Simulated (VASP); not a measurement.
Here is a VASP 6.6.1 calculation.

File INCAR:

```
SYSTEM = Ba
PREC     = Accurate       ! precision mode
ENCUT    = 500            ! plane-wave cutoff, eV
EDIFF    = 1E-6           ! SCF threshold, eV
ISMEAR   = 0              ! smearing method
SIGMA    = 0.1            ! smearing width, eV
LREAL    = .False.        ! projectors in reciprocal space
LASPH    = .True.         ! aspherical terms in the spheres
NELM     = 120            ! most SCF steps
ALGO     = Normal         ! electronic algorithm
ISIF     = 2              ! what is computed and relaxed
LWAVE    = .False.        ! write WAVECAR
LCHARG   = .False.        ! write CHGCAR
GGA      = RP             ! functional
NBANDS   = 17             ! bands
GGA_COMPAT= .False.
```

File KPOINTS:

```
Automatic mesh
0
Gamma
  5 5 5
  0 0 0
```

POSCAR

```
Ba
1.0
    0.0000000000      4.6077710512      4.6077710512
    4.6077710512      0.0000000000      4.6077710512
    4.6077710512      4.6077710512      0.0000000000
Ba
2
Direct
    1.0000000000      1.0000000000      1.0000000000
    0.2500000000      0.2500000000      0.2500000000
```

Potentials or basis: VASP PAW PBE potentials, release 64 (Ba_sv).

Command:

```sh
$ cat potpaw_PBE.64/Ba_sv/POTCAR > POTCAR
$ mpirun -np 1 vasp_std > vasp.out
```

Predict the band gap on the k mesh.

zero (bands 10 and 11 overlap by 0.53 eV).

Estimate the pressure.

0.0 GPa.

Caveat: the PAW data sets were made with another functional, which shifts forces and pressure a little; spin-orbit coupling is left out, which moves the levels of the heavy elements.
